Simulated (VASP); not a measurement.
**ZnSe (rocksalt type): relaxation of cell and atoms with PBE**

Crystal: ZnSe (rocksalt type).

```
Zn Se
1.0
     0.00000    2.28851    2.28851
     2.28851    0.00000    2.28851
     2.28851    2.28851    0.00000
Zn Se
1 1
Direct
  0.00000 0.00000 0.00000
  0.50000 0.50000 0.50000
```

- Program: VASP 6.6.1
- Task: relaxation of cell and atoms
- Functional: PBE
- Potentials or basis: VASP PAW PBE potentials, release 64 (Zn, Se)
- Cutoff: 600 eV
- k mesh: 16 × 16 × 16
- Occupations: fermi-dirac, width 0.1 eV
- Spin: no spin polarisation
- Target pressure: 100 GPa
- Dipole correction: no
- Further INCAR settings: ALGO = Normal; EDIFF = 1e-06; IBRION = 2; EDIFFG = -0.005; NSW = 60; ISIF = 3

The relaxed volume is 12.06 Å³/atom and the relaxed cell is a = 3.243 Å, b = 3.243 Å, c = 3.243 Å, α = 60.00°, β = 60.00°, γ = 60.00°. The space group after relaxing (to 0.1 Å) is Fm-3m (No. 225), the energy change on relaxing (the run minimises the enthalpy) is -44.9 meV/atom and the ionic steps are 3. The pressure after relaxing is 100.0 GPa. The band gap on the k mesh is zero (bands 9 and 10 overlap by 1.42 eV).

Step by step:
| step | energy change (eV) | largest force (eV/Å) | pressure (GPa) | volume (Å³) |
| --- | --- | --- | --- | --- |
| 1 | 0.0000 | 0.0000 | 102.60 | 23.97 |
| 2 | -0.4100 | 0.0000 | 90.65 | 24.65 |
| 3 | -0.0898 | 0.0000 | 100.00 | 24.11 |

Final structure:
```cif
data_structure
_symmetry_space_group_name_H-M 'P 1'
_symmetry_Int_Tables_number 1
_cell_length_a 3.2428
_cell_length_b 3.2428
_cell_length_c 3.2428
_cell_angle_alpha 60.000
_cell_angle_beta 60.000
_cell_angle_gamma 60.000
_cell_volume 24.11
loop_
_atom_site_label
_atom_site_type_symbol
_atom_site_fract_x
_atom_site_fract_y
_atom_site_fract_z
_atom_site_occupancy
Zn1 Zn 0.00000 0.00000 0.00000 1
Se1 Se 0.50000 0.50000 0.50000 1
```

Levels at points of the mesh, in eV from the Fermi level:
```
           k point  band 5  band 6  band 7  band 8  band 9  band 10  band 11  band 12  band 13
(0.00, 0.00, 0.00)   -8.64   -8.64   -1.08   -1.08   -1.08     4.83     8.43     8.43     8.43
(0.50, 0.00, 0.00)   -8.27   -8.27   -7.54   -0.03   -0.03     3.19     4.30     4.30     9.42
(0.50, 0.50, 0.00)   -8.15   -8.15   -7.11   -4.82   -4.82    -1.24     3.48    15.63    15.63
```

Run time: 96 s on 1 thread of AMD EPYC 7R13 Processor (Zen 3) (shared host), peak memory 0.19 GiB.

Caveat: the cell is relaxed towards a set pressure, so the run minimises the enthalpy, not the energy.
